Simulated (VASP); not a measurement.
Wanted: the native input for a VASP 6.6.1 run.

- Task: single point
- Functional: PBE
- Potentials or basis: VASP PAW PBE potentials, release 64 (Eu)
- Cutoff: 520 eV
- k mesh: 7 × 7 × 7
- Occupations: fermi-dirac, width 0.05 eV
- Spin: collinear spin, ferromagnetic start
- Starting moments: [7.2] μB
- Dipole correction: no
- Further INCAR settings: ALGO = Normal; EDIFF = 1e-07; NBANDS = 18

The structure of Eu lies in POSCAR:

```
Eu
1.0
    0.0000000000      2.7893026914      2.7893026914
    2.7893026914      0.0000000000      2.7893026914
    2.7893026914      2.7893026914      0.0000000000
Eu
1
Direct
    0.0000000000      0.0000000000      0.0000000000
```

These files were run (other wordings do the same):

INCAR

```
PREC = Accurate
ENCUT = 520
EDIFF = 1E-7
ISMEAR = -1
SIGMA = 0.05
LREAL = False
LASPH = True
NELM = 150
ALGO = Normal
ISIF = 2
LWAVE = False
LCHARG = True
ISPIN = 2
MAGMOM = 7.2
LORBIT = 11
LMAXMIX = 6
GGA = PE
LELF = True
LVHAR = True
NBANDS = 18
```

KPOINTS

```
regular mesh
0
Gamma
  7 7 7
```

Potentials or basis: VASP PAW PBE potentials, release 64 (Eu).

The run is started by

```console
$ cat potpaw_PBE.64/Eu/POTCAR > POTCAR
$ mpirun -np 1 vasp_std > vasp.out
```

Results of the run:

- Pressure: -1.1 GPa
- Net moment: 7.57 μB per cell
- Site moments: Eu +6.74 μB
- Valence electrons inside the program's atomic spheres: Eu 14.73

Wall time 57 s on 1 thread of AMD EPYC 7R43 64-Core Processor (Zen 3), on a shared host, peak memory 0.17 GiB.
